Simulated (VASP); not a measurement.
# Zr3TiC4 (Pm-3m) in VASP: a series of runs, part 2 of 2

VASP 6.6.1.

**5. Relaxation of cell and atoms, PBE**

File INCAR:

```
PREC = Accurate ; ENCUT = 600
EDIFF = 1E-6 ; ISMEAR = 0
SIGMA = 0.1 ; LREAL = False
LASPH = True ; NELM = 100
ALGO = Normal ; ISIF = 3
LWAVE = False ; LCHARG = False
GGA = PE ; IBRION = 2
NSW = 100 ; EDIFFG = -0.01
```

File KPOINTS:

```
Automatic mesh
0
Gamma
  8 8 8
```

File POSCAR:

```
Zr3TiC4
1.0
    4.6313393924      0.0000000000      0.0000000000
    0.0000000000      4.6313393924      0.0000000000
    0.0000000000      0.0000000000      4.6313393924
Zr Ti C
3 1 4
Direct
    0.5000000000      0.0000000000      0.5000000000
    0.0000000000      0.5000000000      0.5000000000
    0.5000000000      0.5000000000      0.0000000000
    0.0000000000      0.0000000000      0.0000000000
    0.5000000000      0.5000000000      0.5000000000
    0.0000000000      0.5000000000      0.0000000000
    0.5000000000      0.0000000000      0.0000000000
    0.0000000000      0.0000000000      0.5000000000
```

Potentials or basis: VASP PAW PBE potentials, release 64 (Zr_sv, Ti_sv, C).

Launch:

```
> cat potpaw_PBE.64/Zr_sv/POTCAR potpaw_PBE.64/Ti_sv/POTCAR potpaw_PBE.64/C/POTCAR > POTCAR
> mpirun -np 1 vasp_std > vasp.out
```

OUTCAR:

```text
PREC = Accurate
   ENCUT = 600
   EDIFF = 1E-6
   ISMEAR = 0
   LREAL = False
   LASPH = True
   NELM = 100
   ISIF = 3
   GGA = PE
   IBRION = 2
   NSW = 100
   EDIFFG = -0.01

 ion  position               nearest neighbor table
   1  0.500  0.000  0.500-   5 2.32   7 2.32   8 2.32   7 2.32   5 2.32   8 2.32   3 3.27   4 3.27
                             2 3.27   2 3.27   3 3.27   3 3.27   3 3.27   2 3.27   4 3.27   4 3.27
   2  0.000  0.500  0.500-   5 2.32   6 2.32   8 2.32   6 2.32   8 2.32   5 2.32   3 3.27   4 3.27
                             1 3.27   1 3.27   4 3.27   3 3.27   4 3.27   1 3.27   3 3.27   4 3.27
   3  0.500  0.500  0.000-   5 2.32   6 2.32   7 2.32   5 2.32   7 2.32   6 2.32   1 3.27   2 3.27
                             1 3.27   1 3.27   4 3.27   2 3.27   1 3.27   2 3.27   4 3.27   4 3.27
   4  0.000  0.000  0.000-   6 2.32   7 2.32   8 2.32   8 2.32   6 2.32   7 2.32   1 3.27   2 3.27
                             1 3.27   2 3.27   3 3.27   2 3.27   2 3.27   1 3.27   3 3.27   3 3.27
   5  0.500  0.500  0.500-   1 2.32   2 2.32   3 2.32   3 2.32   1 2.32   2 2.32
   6  0.000  0.500  0.000-   2 2.32   3 2.32   4 2.32   2 2.32   4 2.32   3 2.32
   7  0.500  0.000  0.000-   1 2.32   3 2.32   4 2.32   1 2.32   3 2.32   4 2.32
   8  0.000  0.000  0.500-   1 2.32   2 2.32   4 2.32   4 2.32   2 2.32   1 2.32

  LATTYP: Found a simple cubic cell.
 ALAT       =     4.6313393924

  Lattice vectors:

 A1 = (   4.6313393924,   0.0000000000,   0.0000000000)
 A2 = (   0.0000000000,   4.6313393924,   0.0000000000)
 A3 = (   0.0000000000,   0.0000000000,   4.6313393924)

Analysis of symmetry for initial positions (statically):
=====================================================================
 Subroutine PRICEL returns:
 Original cell was already a primitive cell.

 Routine SETGRP: Setting up the symmetry group for a
 simple cubic supercell.

 Subroutine GETGRP returns: Found 48 space group operations
 (whereof 48 operations were pure point group operations)
 out of a pool of 48 trial point group operations.

The static configuration has the point symmetry O_h .

Analysis of symmetry for dynamics (positions and initial velocities):
=====================================================================
 Subroutine PRICEL returns:
 Original cell was already a primitive cell.

 Routine SETGRP: Setting up the symmetry group for a
 simple cubic supercell.

 Subroutine GETGRP returns: Found 48 space group operations
 (whereof 48 operations were pure point group operations)
 out of a pool of 48 trial point group operations.

The dynamic configuration has the point symmetry O_h .

 Subroutine INISYM returns: Found 48 space group operations
 (whereof 48 operations are pure point group operations),
 and found     1 'primitive' translations

----------------------------------------------------------------------------------------

                                     Primitive cell

  volume of cell :      99.3390

  direct lattice vectors                    reciprocal lattice vectors
     4.631339392  0.000000000  0.000000000     0.215920259  0.000000000  0.000000000
     0.000000000  4.631339392  0.000000000     0.000000000  0.215920259  0.000000000
     0.000000000  0.000000000  4.631339392     0.000000000  0.000000000  0.215920259

[... 54 lines left out ...]
  0.250000  0.000000  0.000000      6.000000
  0.375000  0.000000  0.000000      6.000000
  0.500000  0.000000  0.000000      3.000000
  0.125000  0.125000  0.000000     12.000000
[... 16 lines left out ...]
  0.375000  0.375000  0.125000     24.000000
  0.500000  0.375000  0.125000     24.000000
 [... further k-points ...]
   k-points           NKPTS =     35   k-points in BZ     NKDIM =     35   number of bands    NBANDS=     38
   number of dos      NEDOS =    301   number of ions     NIONS =      8
   total plane-waves  NPLWV =  64000
   dimension x,y,z NGX =    40 NGY =   40 NGZ =   40
   dimension x,y,z NGXF=    80 NGYF=   80 NGZF=   80
   ions per type =               3   1   4
   NGX,Y,Z   is equivalent  to a cutoff of  14.36, 14.36, 14.36 a.u.
   NGXF,Y,Z  is equivalent  to a cutoff of  28.72, 28.72, 28.72 a.u.
 SYSTEM =  unknown system
   PREC   = accura    normal or accurate (medium, high low for compatibility)
   ISTART =      0    job   : 0-new  1-cont  2-samecut
   ICHARG =      2    charge: 1-file 2-atom 10-const
   ISPIN  =      1    spin polarized calculation?
   LNONCOLLINEAR =      F non collinear calculations
   LSORBIT =      F    spin-orbit coupling
   LASPH  =      T    aspherical Exc in radial PAW
   ENCUT  =  600.0 eV  44.10 Ry    6.64 a.u.   9.25  9.25  9.25*2*pi/ulx,y,z
   NELM   =    100;   NELMIN=  2; NELMDL= -5     # of ELM steps
   EDIFF  = 0.1E-05   stopping-criterion for ELM
   LREAL  =      F    real-space projection
   EDIFFG = -.1E-01   stopping-criterion for IOM
   NSW    =    100    number of steps for IOM
   IBRION =      2    ionic relax: 0-MD 1-quasi-New 2-CG
   NFREE  =      1    steps in history (QN), initial steepest desc. (CG)
   ISIF   =      3    stress and relaxation
   ISYM   =      2    0-nonsym 1-usesym 2-fastsym
   POTIM  = 0.5000    time-step for ionic-motion
   TEBEG  =    0.0;   TEEND  =   0.0 temperature during run
   PSTRESS=    0.0 pullay stress
   NELECT =      64.0000    total number of electrons
   NUPDOWN=      -1.0000    fix difference up-down
   EMIN   =  10.00;   EMAX   =-10.00  energy-range for DOS
   EFERMI =   0.00;   METHOD = LEGACY
   ISMEAR =     0;   SIGMA  =   0.10  broadening in eV -4-tet -1-fermi 0-gaus
   EFERMI_NEDOS =   21; number of points for ismear=-14 and -15
   IALGO  =     38    algorithm
   IMIX   =      4    mixing-type and parameters
     AMIX     =   0.40;   BMIX     =  1.00
     AMIX_MAG =   1.60;   BMIX_MAG =  1.00
  volume/ion in A,a.u.               =      12.42        83.80
  Fermi-wavevector in a.u.,A,eV,Ry     =   1.413931  2.671942 27.200779  1.999201
  Thomas-Fermi vector in A             =   2.535526
   LORBIT       =      0    0 simple, 1 ext, 2 COOP (PROOUT), +10 PAW based schemes
   GGA     = PE    functional components
   LHFCALC =     F    Hartree Fock is set to
   AEXX    =    0.0000 exact exchange contribution
   IVDW    =     0    specifies the selected vdW correction
   LEPSILON=     F    determine dielectric tensor
   LRPA    =     F    only Hartree local field effects (RPA)
 conjugate gradient relaxation of ions
 non-spin polarized calculation
 Gauss-broadening in eV      SIGMA  =   0.10
  energy-cutoff  :      600.00
  volume of cell :       99.34
 maximum number of plane-waves:      3362
 NGX is ok and might be reduce to    40
   NGX = 19   NGY = 19   NGZ = 19

--------------------------------------- Ionic step        1  -------------------------------------------

 number of electron      64.0000003 magnetization

 Free energy of the ion-electron system (eV)
  ---------------------------------------------------
  ext. energy  EPLUGINS =         0.00000000
  ---------------------------------------------------
  free energy    TOTEN  =       -76.58728798 eV

  energy without entropy =      -76.58234851  energy(sigma->0) =      -76.58481824

------------------------ aborting loop because EDIFF is reached ----------------------------------------

  FORCE on cell =-STRESS in cart. coord.  units (eV):
  Direction    XX          YY          ZZ          XY          YZ          ZX
  --------------------------------------------------------------------------------------
  -------------------------------------------------------------------------------------
  Total        0.0948939      0.0948939      0.0948939      0.0000000      0.0000000      0.0000000
  in kB        1.5304843      1.5304843      1.5304843      0.0000000      0.0000000      0.0000000
  external PRESSURE =       1.5304843 kB  Pullay stress =       0.0000000 kB
[... 71 lines left out ...]
--------------------------------------- Ionic step        3  -------------------------------------------

 number of electron      64.0000003 magnetization

 Free energy of the ion-electron system (eV)
  ---------------------------------------------------
  ext. energy  EPLUGINS =         0.00000000
  ---------------------------------------------------
  free energy    TOTEN  =       -76.58731690 eV

  energy without entropy =      -76.58237815  energy(sigma->0) =      -76.58484753

 E-fermi :   9.4082     XC(G=0): -12.1877

 val. band max:        9.3872360984   @ k =   0.1250   0.0000   0.0000
 cond. band min:       9.6294415946   @ k =   0.1250   0.1250   0.0000
 fundamental gap:      0.2422054962
 Fermi energy:         9.4081887853

 k-point     1 :       0.0000    0.0000    0.0000
  band No.  band energies     occupation
      1     -47.6272      2.00000
      2     -38.5274      2.00000
      3     -38.4048      2.00000
      4     -38.4048      2.00000
      5     -23.8577      2.00000
      6     -23.8577      2.00000
[... 973 lines left out ...]
     37      12.4544      0.00000
     38      12.8754      0.00000

 [... further k-points ...]
[... 5 lines left out ...]
  --------------------------------------------------------------------------------------
  -------------------------------------------------------------------------------------
  Total       -0.0026749     -0.0026749     -0.0026749      0.0000000      0.0000000     -0.0000000
  in kB       -0.0431142     -0.0431142     -0.0431142      0.0000000      0.0000000     -0.0000000
  external PRESSURE =      -0.0431142 kB  Pullay stress =       0.0000000 kB
[... 23 lines left out ...]
  FREE ENERGIE OF THE ION-ELECTRON SYSTEM (eV)
  ---------------------------------------------------
  free  energy   TOTEN  =       -76.5873169036 eV

  energy  without entropy=      -76.5823781465  energy(sigma->0) =      -76.58484753

 reached required accuracy - stopping structural energy minimisation
```

Run time: 5.6 min. Hardware: 1 thread of Intel Xeon Platinum 8259CL at 2.50GHz (Skylake/Cascade Lake), shared host; peak memory 0.34 GiB.

What came out:

| Property | Result |
| --- | --- |
| Free energy | -76.5873 eV |
| Relaxed volume | 12.43 Å³/atom |
| Relaxed cell | a = 4.632 Å, b = 4.632 Å, c = 4.632 Å, α = 90.00°, β = 90.00°, γ = 90.00° |
| Space group after relaxing (to 0.1 Å) | Pm-3m (No. 221) |
| Energy gained by relaxing | 0.0 meV/atom |
| Ionic steps | 3 |
| Pressure after relaxing | 0.0 GPa |
| Band gap on the k mesh | zero (bands 32 and 33 overlap by 0.72 eV) |

Final structure:
```
Zr Ti C
1.0
     4.63234    0.00000    0.00000
     0.00000    4.63234    0.00000
     0.00000    0.00000    4.63234
Zr Ti C
3 1 4
Direct
  0.50000 0.00000 0.50000
  0.00000 0.50000 0.50000
  0.50000 0.50000 0.00000
  0.00000 0.00000 0.00000
  0.50000 0.50000 0.50000
  0.00000 0.50000 0.00000
  0.50000 0.00000 0.00000
  0.00000 0.00000 0.50000
```

Levels at points of the mesh, in eV from the Fermi level:
```csv
k point,band 30,band 31,band 32,band 33,band 34,band 35
"(0.00, 0.00, 0.00)",0.24,0.24,0.24,0.90,0.90,0.90
"(0.50, 0.00, 0.00)",-0.54,-0.38,-0.38,-0.33,-0.33,2.12
"(0.50, 0.50, 0.00)",-2.19,-2.05,-2.05,2.02,2.02,2.61
"(0.50, 0.50, 0.50)",-2.96,-2.54,-2.54,2.52,2.52,2.52
```

**6. Summary**

```csv
task,spin,cell,k mesh,cutoff (eV),gap on the mesh (eV),pressure (GPa)
single point,off,"a = 4.631 Å, 8 atoms",4 × 4 × 4,520,none,0.1
single point,off,"a = 4.631 Å, 8 atoms",8 × 8 × 8,520,none,0.3
single point,collinear,"a = 4.631 Å, 8 atoms",4 × 4 × 4,520,none,0.1
relaxation of cell and atoms,off,"relaxed from a = 4.631 Å, 8 atoms",8 × 8 × 8,600,none,0.0
```

Alike in all rows: level PBE; potentials or basis VASP PAW PBE potentials, release 64 (Zr_sv, Ti_sv, C); smearing gaussian 0.1 eV.

Absolute energies hang on the potentials; compare differences alone.
